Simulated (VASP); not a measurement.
Runs of VASP 6.6.1 on C. The structure is that of space group P6/mmm (No. 191), or close to it. The cells are those of the table. 

| task | cell | k mesh | cutoff (eV) | smearing | gap on the mesh (eV) | pressure (GPa) |
| --- | --- | --- | --- | --- | --- | --- |
| single point | a = 2.466, b = 2.466, c = 3.669 Å, angles 90.0, 90.0, 120.0°, 2 atoms | 18 × 18 × 12 | 520 | gaussian 0.1 eV | none | -0.3 |
| single point | a = 2.465, b = 2.465, c = 3.728 Å, angles 90.0, 90.0, 120.0°, 2 atoms | 24 × 24 × 14 | 520 | gaussian 0.1 eV | none | 0.2 |
| relaxation of cell and atoms | relaxed from a = 2.465, b = 2.465, c = 3.567 Å, angles 90.0, 90.0, 120.0°, 2 atoms | 18 × 18 × 12 | 600 | fermi-dirac 0.15 eV | none | 0.0 |
| relaxation of shape and atoms at fixed volume | relaxed from a = 2.433, b = 2.433, c = 3.333 Å, angles 90.0, 90.0, 120.0°, 2 atoms | 18 × 18 × 12 | 600 | gaussian 0.1 eV | none | 4.5 |
| relaxation of shape and atoms at fixed volume | relaxed from a = 2.481, b = 2.481, c = 3.590 Å, angles 90.0, 90.0, 120.0°, 2 atoms | 18 × 18 × 12 | 600 | fermi-dirac 0.15 eV | none | -0.8 |
| relaxation of shape and atoms at fixed volume | relaxed from a = 2.428, b = 2.428, c = 3.236 Å, angles 90.0, 90.0, 120.0°, 2 atoms | 18 × 18 × 12 | 600 | gaussian 0.1 eV | none | 7.2 |
| single point | a = 2.469, b = 2.469, c = 3.912 Å, angles 90.0, 90.0, 120.0°, 2 atoms | 18 × 18 × 12 | 520 | gaussian 0.1 eV | none | (a) |
| single point | a = 2.465, b = 2.465, c = 3.407 Å, angles 90.0, 90.0, 120.0°, 2 atoms | 24 × 24 × 14 | 520 | gaussian 0.1 eV | none | 0.9 |

Alike in all rows: level PBE+D3(BJ); potentials or basis VASP PAW PBE potentials, release 64 (C); no spin polarisation.

Estimate the missing entries.

(a) -1.1.

A gap of «none» marks levels without a gap at the run's occupations.
